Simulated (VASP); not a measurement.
# RbBr (P1) in VASP: single point with PBE

Aim: the single point of RbBr with PBE.

Everything below comes from runs of VASP 6.6.1. Logs are shortened: lines on timing, memory, paths and dates and some standing lists are left out, and cuts for length are marked.

## (1) The cell of the first run

The typed cell holds 2 atoms: a = 4.126 Å, b = 4.126 Å, c = 4.126 Å, α = 90.00°, β = 90.00°, γ = 90.00°.

## (2) Single point, PBE (one atom moved)

The input, INCAR:

```
PREC = Accurate ; ENCUT = 520
EDIFF = 1E-6 ; ISMEAR = 0
SIGMA = 0.02 ; LREAL = F
LASPH = T ; NELM = 80
ALGO = Normal ; ISIF = 2
LWAVE = F ; LCHARG = F
GGA = PE ; NBANDS = 15
```

The input, KPOINTS:

```
Automatic mesh
0
Gamma
  6 6 6
```

The input, POSCAR:

```
RbBr
1.0
    4.1260773000      0.0000000000      0.0000000000
    0.0000000000      4.1260773000      0.0000000000
    0.0000000000      0.0000000000      4.1260773000
Rb Br
1 1
Direct
    0.0000000000      0.0000000000      0.0000000000
    0.4099992625      0.4915125197      0.4906230550
```

Potentials or basis: VASP PAW PBE potentials, release 64 (Rb_sv, Br).

Launch:

```bash
cat potpaw_PBE.64/Rb_sv/POTCAR potpaw_PBE.64/Br/POTCAR > POTCAR
mpirun -np 1 vasp_std > vasp.out
```

OUTCAR:

```text
PREC = Accurate
   ENCUT = 520
   EDIFF = 1E-6
   ISMEAR = 0
   LREAL = F
   LASPH = T
   NELM = 80
   ISIF = 2
   GGA = PE

 ion  position               nearest neighbor table
   1  0.000  0.000  0.000-   2 3.33   2 3.37   2 3.38   2 3.42   2 3.76   2 3.80   2 3.80   2 3.84

   2  0.410  0.492  0.491-   1 3.33   1 3.37   1 3.38   1 3.42   1 3.76   1 3.80   1 3.80   1 3.84

  LATTYP: Found a simple cubic cell.
 ALAT       =     4.1260773000

  Lattice vectors:

 A1 = (   4.1260773000,   0.0000000000,   0.0000000000)
 A2 = (   0.0000000000,   4.1260773000,   0.0000000000)
 A3 = (   0.0000000000,   0.0000000000,   4.1260773000)

Analysis of symmetry for initial positions (statically):
=====================================================================
 Subroutine PRICEL returns:
 Original cell was already a primitive cell.

 Routine SETGRP: Setting up the symmetry group for a
 simple cubic supercell.

 Subroutine GETGRP returns: Found  1 space group operations
 (whereof  1 operations were pure point group operations)
 out of a pool of 48 trial point group operations.

The static configuration has the point symmetry C_1 .

Analysis of symmetry for dynamics (positions and initial velocities):
=====================================================================
 Subroutine PRICEL returns:
 Original cell was already a primitive cell.

 Routine SETGRP: Setting up the symmetry group for a
 simple cubic supercell.

 Subroutine GETGRP returns: Found  1 space group operations
 (whereof  1 operations were pure point group operations)
 out of a pool of 48 trial point group operations.

The dynamic configuration has the point symmetry C_1 .

 Subroutine INISYM returns: Found  1 space group operations
 (whereof  1 operations are pure point group operations),
 and found     1 'primitive' translations

----------------------------------------------------------------------------------------

                                     Primitive cell

  volume of cell :      70.2445

  direct lattice vectors                    reciprocal lattice vectors
     4.126077300  0.000000000  0.000000000     0.242360947  0.000000000  0.000000000
     0.000000000  4.126077300  0.000000000     0.000000000  0.242360947  0.000000000
     0.000000000  0.000000000  4.126077300     0.000000000  0.000000000  0.242360947

  length of vectors
[... 91 lines left out ...]
   TEBEG  =    0.0;   TEEND  =   0.0 temperature during run
   PSTRESS=    0.0 pullay stress
   NELECT =      16.0000    total number of electrons
   NUPDOWN=      -1.0000    fix difference up-down
   EMIN   =  10.00;   EMAX   =-10.00  energy-range for DOS
   EFERMI =   0.00;   METHOD = LEGACY
   ISMEAR =     0;   SIGMA  =   0.02  broadening in eV -4-tet -1-fermi 0-gaus
   EFERMI_NEDOS =   21; number of points for ismear=-14 and -15
   IALGO  =     38    algorithm
   IMIX   =      4    mixing-type and parameters
     AMIX     =   0.40;   BMIX     =  1.00
     AMIX_MAG =   1.60;   BMIX_MAG =  1.00
  volume/ion in A,a.u.               =      35.12       237.02
  Fermi-wavevector in a.u.,A,eV,Ry     =   0.999795  1.889338 13.600238  0.999589
  Thomas-Fermi vector in A             =   2.132108
   LORBIT       =      0    0 simple, 1 ext, 2 COOP (PROOUT), +10 PAW based schemes
   GGA     = PE    functional components
   LHFCALC =     F    Hartree Fock is set to
   AEXX    =    0.0000 exact exchange contribution
   IVDW    =     0    specifies the selected vdW correction
   LEPSILON=     F    determine dielectric tensor
   LRPA    =     F    only Hartree local field effects (RPA)
 non-spin polarized calculation
 Gauss-broadening in eV      SIGMA  =   0.02
  energy-cutoff  :      520.00
  volume of cell :       70.24
 maximum number of plane-waves:      1924
   NGX = 15   NGY = 15   NGZ = 15

 number of electron      15.9999997 magnetization

 Free energy of the ion-electron system (eV)
  ---------------------------------------------------
  ext. energy  EPLUGINS =         0.00000000
  ---------------------------------------------------
  free energy    TOTEN  =        -5.93636779 eV

  energy without entropy =       -5.93636779  energy(sigma->0) =       -5.93636779

 E-fermi :  -0.6173     XC(G=0):  -7.9055

 val. band max:       -0.6975910182   @ k =   0.0000   0.5000   0.5000
 cond. band min:       3.4178673962   @ k =   0.0000   0.0000   0.0000
 fundamental gap:      4.1154584144
 Fermi energy:        -0.6173357364

 k-point     1 :       0.0000    0.0000    0.0000
  band No.  band energies     occupation
      1     -25.7269      2.00000
      2     -13.3172      2.00000
      3      -9.7187      2.00000
      4      -9.7187      2.00000
      5      -9.7080      2.00000
      6      -0.8908      2.00000
      7      -0.8480      2.00000
      8      -0.8455      2.00000
      9       3.4179      0.00000
     10       4.8774      0.00000
     11       5.2084      0.00000
     12       9.1706      0.00000
     13       9.4061      0.00000
     14       9.4070      0.00000
[... 401 lines left out ...]
      2     -13.2910      2.00000
      3      -9.8543      2.00000
      4      -9.7391      2.00000
      5      -9.6703      2.00000
      6      -1.9688      2.00000
      7      -1.1400      2.00000
      8      -0.8958      2.00000
      9       5.4392      0.00000
     10       5.9659      0.00000
     11       6.8076      0.00000
     12       8.1592      0.00000
     13       8.3014      0.00000
     14       9.4605      0.00000
     15      10.3166      0.00000

 [... further k-points ...]

------------------------ aborting loop because EDIFF is reached ----------------------------------------

  FORCE on cell =-STRESS in cart. coord.  units (eV):
  Direction    XX          YY          ZZ          XY          YZ          ZX
  --------------------------------------------------------------------------------------
  -------------------------------------------------------------------------------------
  Total        0.5670946      0.7269518      0.7264566      0.0599732      0.0086623      0.0662084
  in kB       12.9346298     16.5807484     16.5694535      1.3679051      0.1975748      1.5101202
  external PRESSURE =      15.3616106 kB  Pullay stress =       0.0000000 kB

 VOLUME and BASIS-vectors are now :
 -----------------------------------------------------------------------------
  energy-cutoff  :      520.00
  volume of cell :       70.24
      direct lattice vectors                 reciprocal lattice vectors
     4.126077300  0.000000000  0.000000000     0.242360947  0.000000000  0.000000000
     0.000000000  4.126077300  0.000000000     0.000000000  0.242360947  0.000000000
     0.000000000  0.000000000  4.126077300     0.000000000  0.000000000  0.242360947

 POSITION                                       TOTAL-FORCE (eV/Angst)
 -----------------------------------------------------------------------------------
      0.00000      0.00000      0.00000        -0.318369     -0.042869     -0.047287
      1.69169      2.02802      2.02435         0.318369      0.042869      0.047287
 -----------------------------------------------------------------------------------
    total drift:                               -0.000353     -0.000064     -0.000138

  FREE ENERGIE OF THE ION-ELECTRON SYSTEM (eV)
  ---------------------------------------------------
  free  energy   TOTEN  =        -5.9363677946 eV

  energy  without entropy=       -5.9363677946  energy(sigma->0) =       -5.93636779
```

stdout:

```text
POSCAR found type information on POSCAR RbBr
 POSCAR found :  2 types and       2 ions
 scaLAPACK will be used
 LDA part: xc-table for (Slater+PW92), standard interpolation
 POSCAR, INCAR and KPOINTS ok, starting setup
 FFT: planning ... GRIDC
 FFT: planning ... GRID_SOFT
 FFT: planning ... GRID
 WAVECAR not read
 entering main loop
```

Run time: 86 s. Hardware: 1 thread of Intel Xeon 8259CL, shared host; peak memory 0.26 GiB.

What came out:

```yaml
Free_energy: -5.9364 eV
Pressure: 1.5 GPa
Largest_force: 0.325 eV/Å
Band_gap_on_the_k_mesh: 4.12 eV (least direct gap 4.26 eV)
```

Forces on the atoms (eV/Å):
```
Rb  -0.318 -0.043 -0.047
Br   0.318  0.043  0.047
```

Caveat: the cell differs from its parent crystal (one atom moved).
